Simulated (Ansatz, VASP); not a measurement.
**One calculation of VBiSe3, two programs**

INCAR

```
SYSTEM = VBiSe3
ALGO = Normal
EDIFF = 1E-6
ENCUT = 520
GGA = PE
ISIF = 2
ISMEAR = 0
ISPIN = 2
LASPH = .True.
LCHARG = .False.
LMAXMIX = 4
LORBIT = 11
LREAL = .False.
LWAVE = .False.
MAGMOM = 2 2 0 0 0 0 0 0 0 0
NBANDS = 61
NELM = 150
PREC = Accurate
SIGMA = 0.1
```

File KPOINTS:

```
k-points
0
Gamma
  3 3 4
  0 0 0
```

POSCAR

```
VBiSe3
1.0
    7.1443350000      0.0000000000      0.0000000000
   -3.5721675000      6.1871756000      0.0000000000
    0.0000000000      0.0000000000      6.0012414000
V Bi Se
2 2 6
Direct
    0.0000000000      0.0000000000      0.0000000000
    0.0000000000      0.0000000000      0.5000000000
    0.3333333300      0.6666666700      0.7500000000
    0.6666666700      0.3333333300      0.2500000000
    0.8333333300      0.6666666700      0.7500000000
    0.3333333300      0.1666666700      0.7500000000
    0.8333333300      0.1666666700      0.7500000000
    0.1666666700      0.3333333300      0.2500000000
    0.6666666700      0.8333333300      0.2500000000
    0.1666666700      0.8333333300      0.2500000000
```

Input for Ansatz:

```yaml
crystal:
  lattice:
    - [7.144335, 0.0, 0.0]
    - [-3.5721675, 6.1871756, 0.0]
    - [0.0, 0.0, 6.0012414]
  atoms:
    - { symbol: V, position: [0.0, 0.0, 0.0], spin: 2.0 }
    - { symbol: V, position: [0.0, 0.0, 0.5], spin: 2.0 }
    - { symbol: Bi, position: [0.33333333, 0.66666667, 0.75] }
    - { symbol: Bi, position: [0.66666667, 0.33333333, 0.25] }
    - { symbol: Se, position: [0.83333333, 0.66666667, 0.75] }
    - { symbol: Se, position: [0.33333333, 0.16666667, 0.75] }
    - { symbol: Se, position: [0.83333333, 0.16666667, 0.75] }
    - { symbol: Se, position: [0.16666667, 0.33333333, 0.25] }
    - { symbol: Se, position: [0.66666667, 0.83333333, 0.25] }
    - { symbol: Se, position: [0.16666667, 0.83333333, 0.25] }
basis:
  ecutwfc: 420
kpoints:
  mp_grid: { grid: [3, 3, 4] }
hamiltonian:
  xc: pbe
scf:
  occupations: { method: gaussian, width: 0.1 }
  lower_state_search: "off"
output:
  forces: true
  stress: true
  eigenvalues: true
  populations: true
magnetization:
  spin_polarized: true
```

Alike in both runs: task single point; functional PBE; k mesh 3 × 3 × 4; occupations gaussian, width 0.1 eV; collinear spin.

|  | VASP | Ansatz |
| --- | --- | --- |
| version | VASP 6.6.1 | Ansatz 0.2.0 |
| potentials or method | VASP PAW PBE potentials, release 64 (V_sv, Bi_d, Se), cutoff 520 eV | scalar-relativistic, plane waves, PAW |
| valence electrons in the cell | 92 | 152 |

|  | VASP | Ansatz | Ansatz less VASP |
| --- | --- | --- | --- |
| gap on the k mesh at the Fermi level (eV) | none | none | - |
| pressure (GPa) | -4.7 | -4.8 | -0.06 |
| traceless stress, the component that is largest in VASP (GPa) | 0.38 | 0.38 | -0.002 |
| rms of the force components (eV/Å) | 0.106 | 0.113 | +0.0074 |
| net moment per atom (μB) | 0.40 | 0.40 | -0.001 |
| size of the moment on the site where the two differ most (μB) | 0.47 | 0.62 | +0.154 |

Site moments also hang on the region over which each program counts them. Atom by atom the forces differ by 0.007 eV/Å (rms over components). A gap of «none» marks a metal or a gap that the smearing closes. The functional is the same, so the differences come from potentials, cutoffs and numerics. VASP's potentials hold 92 valence electrons a cell and Ansatz's 152, so a difference there can come from the potentials and not from the codes.

Neither program's run includes spin-orbit coupling.
